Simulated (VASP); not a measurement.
# Si (I4_1/amd) in VASP: notebook

The runs below take Si through single point, with PBEsol, LDA.

Everything below comes from runs of VASP 6.6.1. Logs are shortened: lines on timing, memory, paths and dates and some standing lists are left out, and cuts for length are marked.

## 1. The cell of the first run

The structure is tetragonal, space group I4_1/amd (No. 141). Conventional cell: a = 4.646 Å, b = 4.646 Å, c = 2.604 Å, α = 90.00°, β = 90.00°, γ = 90.00°. Si (site symmetry -4m2) has 10 Si at 2.41 to 3.03 Å within 3.2 Å.

## 2. Single point, PBEsol

File INCAR:

```
SYSTEM = Si
PREC = Accurate ; ENCUT = 520
EDIFF = 1E-6 ; ISMEAR = -1
SIGMA = 0.05 ; LREAL = .False.
LASPH = .True. ; NELM = 80
ALGO = Normal ; ISIF = 2
LWAVE = .False. ; LCHARG = .False.
GGA = PS ; NBANDS = 11
```

File KPOINTS:

```
Automatic mesh
0
Gamma
  11 11 11
  0 0 0
```

File POSCAR:

```
Si
1.0
   -2.3229633681      2.3229633681      1.3021299107
    2.3229633681     -2.3229633681      1.3021299107
    2.3229633681      2.3229633681     -1.3021299107
Si
2
Direct
    0.5000000000      0.5000000000      0.0000000000
    0.2500000000      0.7500000000      0.5000000000
```

Potentials or basis: VASP PAW PBE potentials, release 64 (Si).

The run is started by

```sh
$ cat potpaw_PBE.64/Si/POTCAR > POTCAR
$ mpirun -np 1 vasp_std > vasp.out
```

OUTCAR:

```text
SYSTEM = Si
   PREC = Accurate
   ENCUT = 520
   EDIFF = 1E-6
   ISMEAR = -1
   LREAL = .False.
   LASPH = .True.
   NELM = 80
   ISIF = 2
   GGA = PS

 ion  position               nearest neighbor table
   1  0.500  0.500  0.000-   2 2.41   2 2.41   2 2.41   2 2.41   2 3.03   2 3.03   2 3.03   2 3.03

   2  0.250  0.750  0.500-   1 2.41   1 2.41   1 2.41   1 2.41   1 3.03   1 3.03   1 3.03   1 3.03

  LATTYP: Found a body centered tetragonal cell.
 ALAT       =     4.6459267362
 C/A-ratio  =     0.5605468982

  Lattice vectors:

 A1 = (  -2.3229633681,   2.3229633681,   1.3021299107)
 A2 = (   2.3229633681,  -2.3229633681,   1.3021299107)
 A3 = (   2.3229633681,   2.3229633681,  -1.3021299107)

Analysis of symmetry for initial positions (statically):
=====================================================================
 Subroutine PRICEL returns:
 Original cell was already a primitive cell.

 Routine SETGRP: Setting up the symmetry group for a
 body centered tetragonal supercell.

 Subroutine GETGRP returns: Found 16 space group operations
 (whereof  8 operations were pure point group operations)
 out of a pool of 16 trial point group operations.

The static configuration has the point symmetry D_2d.
 The point group associated with its full space group is D_4h.

Analysis of symmetry for dynamics (positions and initial velocities):
=====================================================================
 Subroutine PRICEL returns:
 Original cell was already a primitive cell.

 Routine SETGRP: Setting up the symmetry group for a
 body centered tetragonal supercell.

 Subroutine GETGRP returns: Found 16 space group operations
 (whereof  8 operations were pure point group operations)
 out of a pool of 16 trial point group operations.

The dynamic configuration has the point symmetry D_2d.
 The point group associated with its full space group is D_4h.

 Subroutine INISYM returns: Found 16 space group operations
 (whereof  8 operations are pure point group operations),
 and found     1 'primitive' translations

----------------------------------------------------------------------------------------

                                     Primitive cell

  volume of cell :      28.1060

  direct lattice vectors                    reciprocal lattice vectors
    -2.322963368  2.322963368  1.302129911     0.000000000  0.215242309  0.383986264
     2.322963368 -2.322963368  1.302129911     0.215242309  0.000000000  0.383986264
     2.322963368  2.322963368 -1.302129911     0.215242309  0.215242309  0.000000000

  length of vectors
     3.533816623  3.533816623  3.533816623     0.440198481  0.440198481  0.304398593

  position of ions in fractional coordinates (direct lattice)
     0.500000000  0.500000000  0.000000000
     0.250000000  0.750000000  0.500000000

  ion indices of the primitive-cell ions
   primitive index   ion index
                 1           1
                 2           2

----------------------------------------------------------------------------------------

 KPOINTS: Automatic mesh

Automatic generation of k-mesh.
 Grid dimensions read from file:
 generate k-points for:   11   11   11

 Generating k-lattice:

  Cartesian coordinates                     Fractional coordinates (reciprocal lattice)
     0.000000000  0.019567483  0.034907842     0.090909091  0.000000000 -0.000000000
     0.019567483  0.000000000  0.034907842     0.000000000  0.090909091 -0.000000000
     0.019567483  0.019567483  0.000000000     0.000000000  0.000000000  0.090909091

  Length of vectors
     0.040018044  0.040018044  0.027672599

  Shift w.r.t. Gamma in fractional coordinates (k-lattice)
     0.000000000  0.000000000  0.000000000

 Subroutine IBZKPT returns following result:
 ===========================================

 Found    126 irreducible k-points:

 Following reciprocal coordinates:
            Coordinates               Weight
  0.000000  0.000000  0.000000      1.000000
  0.090909 -0.000000  0.000000      8.000000
  0.181818  0.000000  0.000000      8.000000
  0.272727 -0.000000  0.000000      8.000000
  0.363636 -0.000000  0.000000      8.000000
  0.454545  0.000000 -0.000000      8.000000
[... 16 lines left out ...]
 -0.272727  0.181818  0.000000     16.000000
 -0.181818  0.181818  0.000000      4.000000
 [... further k-points ...]
   k-points           NKPTS =    126   k-points in BZ     NKDIM =    126   number of bands    NBANDS=     11
   number of dos      NEDOS =    301   number of ions     NIONS =      2
   total plane-waves  NPLWV =  21952
   dimension x,y,z NGX =    28 NGY =   28 NGZ =   28
   dimension x,y,z NGXF=    56 NGYF=   56 NGZF=   56
   ions per type =               2
   NGX,Y,Z   is equivalent  to a cutoff of  13.17, 13.17, 13.17 a.u.
   NGXF,Y,Z  is equivalent  to a cutoff of  26.34, 26.34, 26.34 a.u.
 SYSTEM =  Si
   PREC   = accura    normal or accurate (medium, high low for compatibility)
   ISTART =      0    job   : 0-new  1-cont  2-samecut
   ICHARG =      2    charge: 1-file 2-atom 10-const
   ISPIN  =      1    spin polarized calculation?
   LNONCOLLINEAR =      F non collinear calculations
   LSORBIT =      F    spin-orbit coupling
   LASPH  =      T    aspherical Exc in radial PAW
   ENCUT  =  520.0 eV  38.22 Ry    6.18 a.u.   6.57  6.57  6.57*2*pi/ulx,y,z
   NELM   =     80;   NELMIN=  2; NELMDL= -5     # of ELM steps
   EDIFF  = 0.1E-05   stopping-criterion for ELM
   LREAL  =      F    real-space projection
[... 7 lines left out ...]
   TEBEG  =    0.0;   TEEND  =   0.0 temperature during run
   PSTRESS=    0.0 pullay stress
   NELECT =       8.0000    total number of electrons
   NUPDOWN=      -1.0000    fix difference up-down
   EMIN   =  10.00;   EMAX   =-10.00  energy-range for DOS
   EFERMI =   0.00;   METHOD = LEGACY
   ISMEAR =    -1;   SIGMA  =   0.05  broadening in eV -4-tet -1-fermi 0-gaus
   EFERMI_NEDOS =   21; number of points for ismear=-14 and -15
   IALGO  =     38    algorithm
   IMIX   =      4    mixing-type and parameters
     AMIX     =   0.40;   BMIX     =  1.00
     AMIX_MAG =   1.60;   BMIX_MAG =  1.00
  volume/ion in A,a.u.               =      14.05        94.83
  Fermi-wavevector in a.u.,A,eV,Ry     =   1.076891  2.035029 15.778603  1.159695
  Thomas-Fermi vector in A             =   2.212788
   LORBIT       =      0    0 simple, 1 ext, 2 COOP (PROOUT), +10 PAW based schemes
   GGA     = PS    functional components
   LHFCALC =     F    Hartree Fock is set to
   AEXX    =    0.0000 exact exchange contribution
   IVDW    =     0    specifies the selected vdW correction
   LEPSILON=     F    determine dielectric tensor
   LRPA    =     F    only Hartree local field effects (RPA)
 non-spin polarized calculation
  energy-cutoff  :      520.00
  volume of cell :       28.11
 maximum number of plane-waves:       773
   NGX = 13   NGY = 13   NGZ = 13

 number of electron       8.0000000 magnetization

 Free energy of the ion-electron system (eV)
  ---------------------------------------------------
  ext. energy  EPLUGINS =         0.00000000
  ---------------------------------------------------
  free energy    TOTEN  =       -11.05657837 eV

  energy without entropy =      -11.05010869  energy(sigma->0) =      -11.05334353

 E-fermi :  10.1705     XC(G=0): -11.2979

 val. band max:       10.1641258682   @ k =  -0.0909  -0.2727   0.0909
 cond. band min:      10.1790646537   @ k =  -0.1818   0.1818   0.0000
 fundamental gap:      0.0149387855
 Fermi energy:        10.1705184828

 k-point     1 :       0.0000    0.0000    0.0000
  band No.  band energies     occupation
      1      -4.3085      2.00000
      2       7.5952      2.00000
      3       7.5952      2.00000
      4       8.6570      2.00000
      5      11.3877      0.00000
      6      17.9443      0.00000
      7      19.8343      0.00000
      8      19.8343      0.00000
      9      19.8844      0.00000
     10      20.5820      0.00000
     11      21.3486      0.00000

 k-point     2 :       0.0909   -0.0000    0.0000
  band No.  band energies     occupation
      1      -4.0774      2.00000
      2       7.0835      2.00000
      3       7.4637      2.00000
      4       9.5482      1.99999
      5      11.9400      0.00000
      6      16.7295      0.00000
      7      17.3555      0.00000
      8      19.1824      0.00000
      9      19.1972      0.00000
     10      20.1507      0.00000
     11      22.0666      0.00000

 k-point     3 :       0.1818    0.0000    0.0000
  band No.  band energies     occupation
      1      -3.3859      2.00000
      2       6.6309      2.00000
      3       7.2934      2.00000
      4      10.9419      0.00000
      5      13.3151      0.00000
      6      13.9653      0.00000
      7      14.8257      0.00000
      8      17.0982      0.00000
      9      17.6025      0.00000
     10      18.6600      0.00000
     11      21.9074      0.00000

 k-point     4 :       0.2727   -0.0000    0.0000
  band No.  band energies     occupation
      1      -2.2400      2.00000
      2       6.5506      2.00000
      3       7.3401      2.00000
      4       9.7810      1.99917
      5      12.4564      0.00000
      6      13.9537      0.00000
      7      14.0338      0.00000
      8      16.1109      0.00000
      9      16.3469      0.00000
     10      17.5173      0.00000
     11      22.7030      0.00000

 k-point     5 :       0.3636   -0.0000    0.0000
  band No.  band energies     occupation
      1      -0.6517      2.00000
      2       6.3960      2.00000
      3       7.2566      2.00000
      4       7.6680      2.00000
      5      10.6392      0.00017
      6      12.3911      0.00000
      7      15.4964      0.00000
      8      15.6853      0.00000
      9      17.1967      0.00000
     10      18.3697      0.00000
     11      23.9462      0.00000
[... 211 lines left out ...]
 k-point    21 :      -0.4545    0.1818    0.0000
  band No.  band energies     occupation
      1      -1.1537      2.00000
      2       3.5046      2.00000
      3       7.9031      2.00000
      4       8.7854      2.00000
      5      11.5740      0.00000
      6      13.5538      0.00000
      7      15.1729      0.00000
      8      17.1228      0.00000
      9      19.1049      0.00000
     10      20.6602      0.00000
     11      21.3969      0.00000

 k-point    22 :      -0.3636    0.1818    0.0000
  band No.  band energies     occupation
      1      -2.5096      2.00000
      2       3.3542      2.00000
      3       7.8252      2.00000
      4      11.5381      0.00000
      5      12.9795      0.00000
      6      13.5963      0.00000
      7      15.1644      0.00000
      8      17.8395      0.00000
      9      18.0213      0.00000
     10      20.1974      0.00000
     11      21.9339      0.00000

 k-point    23 :      -0.2727    0.1818    0.0000
  band No.  band energies     occupation
      1      -3.4170      2.00000
      2       3.6340      2.00000
      3       7.9342      2.00000
      4      11.0506      0.00000
      5      14.1184      0.00000
      6      15.4003      0.00000
      7      16.2593      0.00000
      8      17.6987      0.00000
      9      18.1808      0.00000
     10      21.8026      0.00000
     11      22.5651      0.00000

 k-point    24 :      -0.1818    0.1818    0.0000
  band No.  band energies     occupation
      1      -3.8674      2.00000
      2       4.3378      2.00000
      3       7.9898      2.00000
      4      10.1791      0.91475
      5      14.1949      0.00000
      6      15.3252      0.00000
      7      17.6910      0.00000
      8      19.3966      0.00000
      9      19.9572      0.00000
     10      20.5633      0.00000
     11      22.1525      0.00000

 [... further k-points ...]
[... 5 lines left out ...]
  --------------------------------------------------------------------------------------
  -------------------------------------------------------------------------------------
  Total        1.8644201      1.8644201      1.1756628      0.0000000      0.0000000      0.0000000
  in kB      106.2809234    106.2809234     67.0184444      0.0000000      0.0000000      0.0000000
  external PRESSURE =      93.1934304 kB  Pullay stress =       0.0000000 kB

 VOLUME and BASIS-vectors are now :
 -----------------------------------------------------------------------------
  energy-cutoff  :      520.00
  volume of cell :       28.11
      direct lattice vectors                 reciprocal lattice vectors
    -2.322963368  2.322963368  1.302129911     0.000000000  0.215242309  0.383986264
     2.322963368 -2.322963368  1.302129911     0.215242309  0.000000000  0.383986264
     2.322963368  2.322963368 -1.302129911     0.215242309  0.215242309  0.000000000

 POSITION                                       TOTAL-FORCE (eV/Angst)
 -----------------------------------------------------------------------------------
      0.00000      0.00000      1.30213        -0.000000      0.000000     -0.000000
      2.32296      0.00000      0.65106         0.000000     -0.000000      0.000000
 -----------------------------------------------------------------------------------
    total drift:                                0.000000      0.000000      0.000000

  FREE ENERGIE OF THE ION-ELECTRON SYSTEM (eV)
  ---------------------------------------------------
  free  energy   TOTEN  =       -11.0565783704 eV

  energy  without entropy=      -11.0501086903  energy(sigma->0) =      -11.05334353
```

Wall time 17 s (1 thread of Intel Xeon Platinum 8488C (Sapphire Rapids), shared host); peak memory 0.16 GiB.

Results:

```yaml
Free_energy: -11.0566 eV
Pressure: 9.3 GPa
Band_gap_on_the_k_mesh: zero (bands 4 and 5 overlap by 6.32 eV)
```

Caveat: the cell stands under pressure; the PAW data sets were made with another functional, which shifts forces and pressure a little.

## 3. Single point, LDA

This run uses another cell than the first one, of 14.35 Å³/atom.

File INCAR:

```
SYSTEM = Si
PREC     = Accurate       ! precision mode
ENCUT    = 520            ! plane-wave cutoff, eV
EDIFF    = 1E-7           ! SCF threshold, eV
ISMEAR   = -1             ! smearing method
SIGMA    = 0.05           ! smearing width, eV
LREAL    = .False.        ! projectors in reciprocal space
LASPH    = .True.         ! aspherical terms in the spheres
NELM     = 60             ! most SCF steps
ALGO     = Normal         ! electronic algorithm
ISIF     = 2              ! what is computed and relaxed
LWAVE    = .False.        ! write WAVECAR
LCHARG   = .False.        ! write CHGCAR
GGA      = CA             ! functional
NBANDS   = 11             ! bands
```

File KPOINTS:

```
regular mesh
0
Gamma
  11 11 11
  0 0 0
```

File POSCAR:

```
Si
1.0
   -2.3393228040      2.3393228040      1.3113001418
    2.3393228040     -2.3393228040      1.3113001418
    2.3393228040      2.3393228040     -1.3113001418
Si
2
Direct
    0.5000000000      0.5000000000      0.0000000000
    0.2500000000      0.7500000000      0.5000000000
```

Potentials or basis: VASP PAW LDA potentials, release 64 (Si).

The run is started by

```sh
$ cat potpaw_LDA.64/Si/POTCAR > POTCAR
$ mpirun -np 1 vasp_std > vasp.out
```

Wall time 18 s (1 thread of Intel Xeon Platinum 8488C (Sapphire Rapids), shared host); peak memory 0.15 GiB.

The run converged. Its results:

```
Free energy            : -11.4793 eV
Pressure               : 4.3 GPa
Band gap on the k mesh : zero (bands 4 and 5 overlap by 6.17 eV)
```

Stress tensor (GPa, compression positive):
```
5.16 0.00 0.00
0.00 5.16 0.00
0.00 0.00 2.61
```

Levels at points of the mesh, in eV from the Fermi level:
```
           k point  band 1  band 2  band 3  band 4  band 5  band 6  band 7  band 8  band 9
(0.00, 0.00, 0.00)  -14.23   -2.52   -2.52   -1.64    1.41    7.65    9.38    9.38    9.38
```

Caveat: the cell stands under pressure.

[end of part 1 of 2]
